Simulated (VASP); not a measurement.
# Al (I4/mmm) in VASP: further runs, part 2 of 2

VASP 6.6.1. The steps go on from the part before.

**3. Single point, PBEsol (strain +0.030 along x and y, -0.030 along z)**

INCAR reads:

```
ALGO = Normal ; EDIFF = 1E-6
ENCUT = 520 ; GGA = PS
ISIF = 2 ; ISMEAR = 0
LASPH = T ; LCHARG = T
LELF = T ; LREAL = F
LVHAR = T ; LWAVE = F
NBANDS = 8 ; NELM = 80
PREC = Accurate ; SIGMA = 0.15
```

KPOINTS reads:

```
k-points
0
Gamma
  20 20 20
```

POSCAR reads:

```
Al
1.0
    0.0000000000      2.0846994000      1.9632606000
    2.0846994000      0.0000000000      1.9632606000
    2.0846994000      2.0846994000      0.0000000000
Al
1
Direct
    0.0000000000      0.0000000000      0.0000000000
```

Potentials or basis: VASP PAW PBE potentials, release 64 (Al).

Command:

```sh
$ cat potpaw_PBE.64/Al/POTCAR > POTCAR
$ mpirun -np 1 vasp_std > vasp.out
```

OUTCAR:

```text
EDIFF = 1E-6
   ENCUT = 520
   GGA = PS
   ISIF = 2
   ISMEAR = 0
   LASPH = T
   LREAL = F
   NELM = 80
   PREC = Accurate

 ion  position               nearest neighbor table
   1  0.000  0.000  0.000-

  LATTYP: Found a body centered tetragonal cell.
 ALAT       =     2.9482101650
 C/A-ratio  =     1.3318321898

  Lattice vectors:

 A1 = (   0.0000000000,  -2.0846994000,  -1.9632606000)
 A2 = (   0.0000000000,   2.0846994000,  -1.9632606000)
 A3 = (   2.0846994000,   0.0000000000,   1.9632606000)

Analysis of symmetry for initial positions (statically):
=====================================================================
 Subroutine PRICEL returns:
 Original cell was already a primitive cell.

 Routine SETGRP: Setting up the symmetry group for a
 body centered tetragonal supercell.

 Subroutine GETGRP returns: Found 16 space group operations
 (whereof 16 operations were pure point group operations)
 out of a pool of 16 trial point group operations.

The static configuration has the point symmetry D_4h.

Analysis of symmetry for dynamics (positions and initial velocities):
=====================================================================
 Subroutine PRICEL returns:
 Original cell was already a primitive cell.

 Routine SETGRP: Setting up the symmetry group for a
 body centered tetragonal supercell.

 Subroutine GETGRP returns: Found 16 space group operations
 (whereof 16 operations were pure point group operations)
 out of a pool of 16 trial point group operations.

The dynamic configuration has the point symmetry D_4h.

 Subroutine INISYM returns: Found 16 space group operations
 (whereof 16 operations are pure point group operations),
 and found     1 'primitive' translations

----------------------------------------------------------------------------------------

                                     Primitive cell

  volume of cell :      17.0645

  direct lattice vectors                    reciprocal lattice vectors
     0.000000000  2.084699400  1.963260600    -0.239842732  0.239842732  0.254678365
     2.084699400  0.000000000  1.963260600     0.239842732 -0.239842732  0.254678365
     2.084699400  2.084699400  0.000000000     0.239842732  0.239842732 -0.254678365

  length of vectors
     2.863627729  2.863627729  2.948210165     0.424158157  0.424158157  0.424158157

  position of ions in fractional coordinates (direct lattice)
     0.000000000  0.000000000  0.000000000

  ion indices of the primitive-cell ions
   primitive index   ion index
                 1           1

----------------------------------------------------------------------------------------

 KPOINTS: k-points

Automatic generation of k-mesh.
 Grid dimensions read from file:
 generate k-points for:   20   20   20

 Generating k-lattice:

  Cartesian coordinates                     Fractional coordinates (reciprocal lattice)
    -0.011992137  0.011992137  0.012733918     0.050000000  0.000000000  0.000000000
     0.011992137 -0.011992137  0.012733918     0.000000000  0.050000000  0.000000000
     0.011992137  0.011992137 -0.012733918     0.000000000  0.000000000  0.050000000

  Length of vectors
     0.021207908  0.021207908  0.021207908

  Shift w.r.t. Gamma in fractional coordinates (k-lattice)
     0.000000000  0.000000000  0.000000000

 Subroutine IBZKPT returns following result:
 ===========================================

 Found    641 irreducible k-points:

 Following reciprocal coordinates:
            Coordinates               Weight
  0.000000  0.000000  0.000000      1.000000
  0.050000  0.000000  0.000000      8.000000
  0.100000  0.000000  0.000000      8.000000
  0.150000 -0.000000  0.000000      8.000000
  0.200000  0.000000  0.000000      8.000000
  0.250000  0.000000  0.000000      8.000000
[... 16 lines left out ...]
 -0.400000  0.050000  0.000000      8.000000
 -0.350000  0.050000  0.000000      8.000000
 [... further k-points ...]
   k-points           NKPTS =    641   k-points in BZ     NKDIM =    641   number of bands    NBANDS=      8
   number of dos      NEDOS =    301   number of ions     NIONS =      1
   total plane-waves  NPLWV =  13824
   dimension x,y,z NGX =    24 NGY =   24 NGZ =   24
   dimension x,y,z NGXF=    48 NGYF=   48 NGZF=   48
   ions per type =               1
   NGX,Y,Z   is equivalent  to a cutoff of  13.93, 13.93, 13.53 a.u.
   NGXF,Y,Z  is equivalent  to a cutoff of  27.87, 27.87, 27.07 a.u.
 SYSTEM =  unknown system
   PREC   = accura    normal or accurate (medium, high low for compatibility)
   ISTART =      0    job   : 0-new  1-cont  2-samecut
   ICHARG =      2    charge: 1-file 2-atom 10-const
   ISPIN  =      1    spin polarized calculation?
   LNONCOLLINEAR =      F non collinear calculations
   LSORBIT =      F    spin-orbit coupling
   LASPH  =      T    aspherical Exc in radial PAW
   ENCUT  =  520.0 eV  38.22 Ry    6.18 a.u.   5.32  5.32  5.48*2*pi/ulx,y,z
   NELM   =     80;   NELMIN=  2; NELMDL= -5     # of ELM steps
   EDIFF  = 0.1E-05   stopping-criterion for ELM
   LREAL  =      F    real-space projection
   EDIFFG = 0.1E-04   stopping-criterion for IOM
   NSW    =      0    number of steps for IOM
   IBRION =     -1    ionic relax: 0-MD 1-quasi-New 2-CG
   NFREE  =      0    steps in history (QN), initial steepest desc. (CG)
   ISIF   =      2    stress and relaxation
   ISYM   =      2    0-nonsym 1-usesym 2-fastsym
   POTIM  = 0.5000    time-step for ionic-motion
   TEBEG  =    0.0;   TEEND  =   0.0 temperature during run
   PSTRESS=    0.0 pullay stress
   NELECT =       3.0000    total number of electrons
   NUPDOWN=      -1.0000    fix difference up-down
   EMIN   =  10.00;   EMAX   =-10.00  energy-range for DOS
   EFERMI =   0.00;   METHOD = LEGACY
   ISMEAR =     0;   SIGMA  =   0.15  broadening in eV -4-tet -1-fermi 0-gaus
   EFERMI_NEDOS =   21; number of points for ismear=-14 and -15
   IALGO  =     38    algorithm
   IMIX   =      4    mixing-type and parameters
     AMIX     =   0.40;   BMIX     =  1.00
     AMIX_MAG =   1.60;   BMIX_MAG =  1.00
  volume/ion in A,a.u.               =      17.06       115.16
  Fermi-wavevector in a.u.,A,eV,Ry     =   0.917101  1.733069 11.443500  0.841073
  Thomas-Fermi vector in A             =   2.042031
   LORBIT       =      0    0 simple, 1 ext, 2 COOP (PROOUT), +10 PAW based schemes
   GGA     = PS    functional components
   LHFCALC =     F    Hartree Fock is set to
   AEXX    =    0.0000 exact exchange contribution
   IVDW    =     0    specifies the selected vdW correction
   LEPSILON=     F    determine dielectric tensor
   LRPA    =     F    only Hartree local field effects (RPA)
 non-spin polarized calculation
 Gauss-broadening in eV      SIGMA  =   0.15
  energy-cutoff  :      520.00
  volume of cell :       17.06
 maximum number of plane-waves:       483
 NGX is ok and might be reduce to    24
   NGX = 11   NGY = 11   NGZ = 11

 number of electron       3.0000000 magnetization

 Free energy of the ion-electron system (eV)
  ---------------------------------------------------
  ext. energy  EPLUGINS =         0.00000000
  ---------------------------------------------------
  free energy    TOTEN  =        -4.07882556 eV

  energy without entropy =       -4.07446816  energy(sigma->0) =       -4.07664686

 E-fermi :   7.6049     XC(G=0): -10.1350

 val. band max:        7.5952989578   @ k =   0.4000   0.1000   0.0500
 cond. band min:       7.6126068044   @ k =  -0.4000   0.4000   0.0000
 fundamental gap:      0.0173078466
 Fermi energy:         7.6048703223

 k-point     1 :       0.0000    0.0000    0.0000
  band No.  band energies     occupation
      1      -3.2953      2.00000
      2      19.8553      0.00000
      3      19.8553      0.00000
      4      20.4721      0.00000
      5      21.1555      0.00000
      6      21.3418      0.00000
      7      21.3418      0.00000
      8      23.9004      0.00000

 k-point     2 :       0.0500    0.0000    0.0000
  band No.  band energies     occupation
      1      -3.2288      2.00000
      2      18.6874      0.00000
      3      19.5580      0.00000
      4      20.0000      0.00000
      5      21.5800      0.00000
      6      21.7298      0.00000
      7      21.9169      0.00000
      8      24.5946      0.00000
[... 221 lines left out ...]
 k-point    23 :      -0.4000    0.0500    0.0000
  band No.  band energies     occupation
      1       1.2580      2.00000
      2       5.6430      2.00000
      3      17.7322      0.00000
      4      17.7858      0.00000
      5      18.8658      0.00000
      6      19.6428      0.00000
      7      22.1106      0.00000
      8      25.3393      0.00000

 k-point    24 :      -0.3500    0.0500    0.0000
  band No.  band energies     occupation
      1       0.2503      2.00000
      2       7.1693      1.99996
      3      17.5050      0.00000
      4      18.3057      0.00000
      5      18.8459      0.00000
      6      20.2461      0.00000
      7      21.9602      0.00000
      8      26.0737      0.00000

 [... further k-points ...]
[... 5 lines left out ...]
  --------------------------------------------------------------------------------------
  -------------------------------------------------------------------------------------
  Total       -0.4882971     -0.4882971     -0.1916773      0.0000000      0.0000000     -0.0000000
  in kB      -45.8458391    -45.8458391    -17.9964316      0.0000000      0.0000000     -0.0000000
  external PRESSURE =     -36.5627033 kB  Pullay stress =       0.0000000 kB

 VOLUME and BASIS-vectors are now :
 -----------------------------------------------------------------------------
  energy-cutoff  :      520.00
  volume of cell :       17.06
      direct lattice vectors                 reciprocal lattice vectors
     0.000000000  2.084699400  1.963260600    -0.239842732  0.239842732  0.254678365
     2.084699400  0.000000000  1.963260600     0.239842732 -0.239842732  0.254678365
     2.084699400  2.084699400  0.000000000     0.239842732  0.239842732 -0.254678365

 POSITION                                       TOTAL-FORCE (eV/Angst)
 -----------------------------------------------------------------------------------
      0.00000      0.00000      0.00000         0.000000     -0.000000      0.000000
 -----------------------------------------------------------------------------------
    total drift:                               -0.000000      0.000000     -0.000000

  FREE ENERGIE OF THE ION-ELECTRON SYSTEM (eV)
  ---------------------------------------------------
  free  energy   TOTEN  =        -4.0788255623 eV

  energy  without entropy=       -4.0744681567  energy(sigma->0) =       -4.07664686
```

OSZICAR:

```text
N       E                     dE             d eps       ncg     rms          rms(c)
DAV:   1    -0.279568411375E+01   -0.27957E+01   -0.85149E+02 10312   0.203E+02
DAV:   2    -0.409994800894E+01   -0.13043E+01   -0.12657E+01 14504   0.180E+01
DAV:   3    -0.410664506237E+01   -0.66971E-02   -0.66926E-02 12920   0.142E+00
DAV:   4    -0.410666201455E+01   -0.16952E-04   -0.16952E-04 16128   0.652E-02
DAV:   5    -0.410666205324E+01   -0.38692E-07   -0.38587E-07 13128   0.180E-03    0.133E+00
DAV:   6    -0.409002777620E+01    0.16634E-01   -0.24507E-03 13544   0.204E-01    0.758E-01
DAV:   7    -0.407884140478E+01    0.11186E-01   -0.66426E-03 13112   0.325E-01    0.159E-01
DAV:   8    -0.407882627565E+01    0.15129E-04   -0.20984E-05 15000   0.318E-02    0.511E-03
DAV:   9    -0.407882556225E+01    0.71339E-06   -0.39192E-07 14256   0.270E-03
   1 F= -.40788256E+01 E0= -.40766469E+01  d E =-.435741E-02
```

Run time: 39 s. Hardware: 1 thread of Intel Xeon Platinum 8259CL at 2.50GHz (Skylake/Cascade Lake), shared host; peak memory 0.19 GiB.

What came out:

```yaml
Free_energy: -4.0788 eV
Pressure: -3.7 GPa
```

Levels at points of the mesh, in eV from the Fermi level:
| k point | band 1 | band 2 | band 3 | band 4 | band 5 |
| --- | --- | --- | --- | --- | --- |
| (0.00, 0.00, 0.00) | -10.90 | 12.25 | 12.25 | 12.87 | 13.55 |
| (0.50, 0.00, 0.00) | -4.45 | -4.32 | 10.36 | 10.64 | 11.49 |
| (0.50, 0.50, 0.00) | -2.24 | -0.78 | 4.73 | 4.73 | 4.80 |
| (0.50, 0.00, 0.50) | -3.11 | -2.01 | 5.51 | 5.63 | 6.02 |

Caveat: the cell differs from its parent crystal (strain +0.030 along x and y, -0.030 along z); the PAW data sets were made with another functional, which shifts forces and pressure a little.

**4. Single point, PBEsol (strain +0.030 along x and y, -0.015 along z)**

INCAR reads:

```
PREC     = Accurate       # precision mode
ENCUT    = 520            # plane-wave cutoff, eV
EDIFF    = 1E-6           # SCF threshold, eV
ISMEAR   = 0              # smearing method
SIGMA    = 0.15           # smearing width, eV
LREAL    = F              # projectors in reciprocal space
LASPH    = T              # aspherical terms in the spheres
NELM     = 80             # most SCF steps
ALGO     = Normal         # electronic algorithm
ISIF     = 2              # what is computed and relaxed
LWAVE    = F              # write WAVECAR
LCHARG   = F              # write CHGCAR
GGA      = PS             # functional
NBANDS   = 8              # bands
```

KPOINTS reads:

```
regular mesh
0
Gamma
  20 20 20
```

POSCAR reads:

```
Al
1.0
    0.0000000000      2.0846994000      1.9936203000
    2.0846994000      0.0000000000      1.9936203000
    2.0846994000      2.0846994000      0.0000000000
Al
1
Direct
    0.0000000000      0.0000000000      0.0000000000
```

Command:

```sh
$ cat potpaw_PBE.64/Al/POTCAR > POTCAR
$ mpirun -np 1 vasp_std > vasp.out
```

Run time: 39 s. Hardware: 1 thread of Intel Xeon Platinum 8259CL at 2.50GHz (Skylake/Cascade Lake), shared host; peak memory 0.19 GiB.

Results (log left out):

```yaml
Free_energy: -4.0745 eV
Pressure: -4.7 GPa
```

Stress tensor (GPa, compression positive):
```
-5.27  0.00  0.00
 0.00 -5.27  0.00
 0.00  0.00 -3.52
```

Levels at points of the mesh, in eV from the Fermi level:
```
           k point  band 1  band 2  band 3  band 4  band 5
(0.00, 0.00, 0.00)  -10.81   12.19   12.19   12.65   13.37
(0.50, 0.00, 0.00)   -4.41   -4.32   10.36   10.73   11.26
(0.50, 0.50, 0.00)   -2.38   -1.01    4.83    4.83    4.90
(0.50, 0.00, 0.50)   -3.02   -1.92    5.42    5.48    5.78
```

Caveat: the cell differs from its parent crystal (strain +0.030 along x and y, -0.015 along z); the PAW data sets were made with another functional, which shifts forces and pressure a little.

**5. The runs side by side**

| cell | gap on the mesh (eV) | pressure (GPa) |
| --- | --- | --- |
| a = 2.842, b = 2.842, c = 2.905 Å, angles 59.3, 59.3, 61.5°, 1 atom | none | -1.7 |
| a = 2.864, b = 2.864, c = 2.948 Å, angles 59.0, 59.0, 62.0°, 1 atom | none | -3.7 |
| a = 2.885, b = 2.885, c = 2.948 Å, angles 59.3, 59.3, 61.5°, 1 atom | none | -4.7 |

Alike in all rows: task single point; level PBEsol; potentials or basis VASP PAW PBE potentials, release 64 (Al); no spin polarisation; k mesh 20 × 20 × 20; cutoff (eV) 520; smearing gaussian 0.15 eV.

Caveats: the PAW data sets were made with another functional, which shifts forces and pressure a little.

Total energies depend on the potentials used, so only differences within one code and one set of settings carry meaning.
